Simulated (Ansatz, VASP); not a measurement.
## NaCa2H2 in VASP and in Ansatz

File INCAR:

```
PREC = Accurate
ENCUT = 1130
EDIFF = 1E-6
ISMEAR = 0
SIGMA = 0.1
LREAL = F
LASPH = T
NELM = 120
ALGO = Normal
ISIF = 2
LWAVE = F
LCHARG = T
GGA = PE
LELF = T
LVHAR = T
NBANDS = 24
GGA_COMPAT = F
```

Contents of KPOINTS:

```
regular mesh
0
Gamma
  4 4 4
```

Contents of POSCAR:

```
NaCa2H2
1.0
    4.3147487500      0.0000000000      0.0000000000
    0.0000000000      4.3147487500      0.0000000000
    0.0000000000      0.0000000000      6.3688268500
Na Ca H
1 2 2
Direct
    0.0000000000      0.0000000000      0.0000000000
    0.0000000000      0.5000000000      0.0000000000
    0.5000000000      0.0000000000      0.0000000000
    0.0000000000      0.0000000000      0.1485385900
    0.0000000000      0.0000000000      0.8514614100
```

Input for Ansatz:

```yaml
crystal:
  lattice:
    - [4.31474875, 0.0, 0.0]
    - [0.0, 4.31474875, 0.0]
    - [0.0, 0.0, 6.36882685]
  atoms:
    - { symbol: Na, position: [0.0, 0.0, 0.0] }
    - { symbol: Ca, position: [0.0, 0.5, 0.0] }
    - { symbol: Ca, position: [0.5, 0.0, 0.0] }
    - { symbol: H, position: [0.0, 0.0, 0.14853859] }
    - { symbol: H, position: [0.0, 0.0, 0.85146141] }
basis:
  ecutwfc: 420
kpoints:
  mp_grid: { grid: [4, 4, 4] }
hamiltonian:
  xc: pbe
scf:
  occupations: { method: gaussian, width: 0.1 }
  lower_state_search: "off"
output:
  forces: true
  stress: true
  eigenvalues: true
```

Alike in both runs: task single point; functional PBE; k mesh 4 × 4 × 4; occupations gaussian, width 0.1 eV; no spin polarisation.

|  | VASP | Ansatz |
| --- | --- | --- |
| version | VASP 6.6.1 | Ansatz 0.2.0 |
| potentials or method | VASP PAW PBE potentials, release 64 (Na_sv, Ca_sv, H), cutoff 1130 eV | scalar-relativistic, plane waves, PAW |
| valence electrons in the cell | 31 | 31 |

Ansatz gave:

```
gap on the k mesh at the Fermi level (eV) : none
rms of the force components (eV/Å)        : 9.593
```

Question: Which values does VASP return?

Answer: gap on the k mesh at the Fermi level (eV): none; rms of the force components (eV/Å): 10.212.

Atom by atom the forces differ by 0.619 eV/Å (rms over components). A gap of «none» marks a metal or a gap that the smearing closes.

The k mesh is coarse, so the values compare programs but aren't converged.
